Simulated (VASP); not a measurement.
ZnS, 8 atoms in the cell. It takes space group P6_3mc (No. 186, hexagonal). Conventional cell: a = 3.809 Å, b = 3.809 Å, c = 12.092 Å, α = 90.00°, β = 90.00°, γ = 120.00°. Within 3.0 Å of Zn (site symmetry 3m) lie 4 S at 2.26 to 2.33 Å. Zn (site symmetry 3m) has 4 S at 2.27 to 2.33 Å within 3.0 Å. S (site symmetry 3m) has 4 Zn at 2.26 to 2.33 Å within 3.0 Å. Within 3.0 Å of S (site symmetry 3m) lie 4 Zn at 2.27 to 2.33 Å.  This cell differs from its parent crystal: strain +0.000 along x and y, -0.030 along z.

| Quantity | Value |
| --- | --- |
| Program | VASP 6.6.1 |
| Task | single point |
| Functional | r2SCAN |
| Potentials or basis | VASP PAW PBE potentials, release 64 (Zn, S) |
| Cutoff | 520 eV |
| k mesh | 6 × 6 × 2 |
| Occupations | gaussian, width 0.05 eV |
| Spin | no spin polarisation |
| Dipole correction | no |
| Further INCAR settings | ALGO = Normal; EDIFF = 1e-07; NBANDS = 46 |

Potentials or basis: VASP PAW PBE potentials, release 64 (Zn, S).

Launch:

```sh
$ cat potpaw_PBE.64/Zn/POTCAR potpaw_PBE.64/S/POTCAR > POTCAR
$ cp INCAR.step1 INCAR
$ mpirun -np 1 vasp_std > vasp.out
$ cp INCAR.step2 INCAR
$ mpirun -np 1 vasp_std > vasp.out
```

Hardware: 1 thread of AMD EPYC 7R43 64-Core Processor (Zen 3), with other jobs on the host.

How long does it take, and how much memory?

Run time: 10 min on 1 thread of AMD EPYC 7R43 64-Core Processor (Zen 3) (shared host), peak memory 0.28 GiB. Counts: k points 14.
